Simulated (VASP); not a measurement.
The system is O.

```
O
1.0
    -1.22682    1.22682    1.22682
     1.22682   -1.22682    1.22682
     1.22682    1.22682   -1.22682
O
1
Direct
  0.00000 0.00000 0.00000
```

This cell differs from its parent crystal: Se replaced by O, lengths x 0.730, strained.

Base run:

```yaml
Program: VASP 6.6.1
Functional: PBE
Potentials_or_basis: VASP PAW PBE potentials, release 64 (O)
Cutoff: 520 eV
k_mesh: 24 × 24 × 24
Occupations: gaussian, width 0.1 eV
Spin: no spin polarisation
```

Its results: band gap on the k mesh zero (bands 3 and 4 overlap by 5.37 eV); pressure 8.3 GPa.

Q: The run is repeated on the same cell with these changes: k mesh from 24 × 24 × 24 to 10 × 10 × 10. What comes out?

A: Band gap on the k mesh zero (bands 3 and 4 overlap by 5.21 eV); pressure 10.2 GPa.

Caveats: some runs use coarse meshes; the cell stands under pressure (at least some runs).
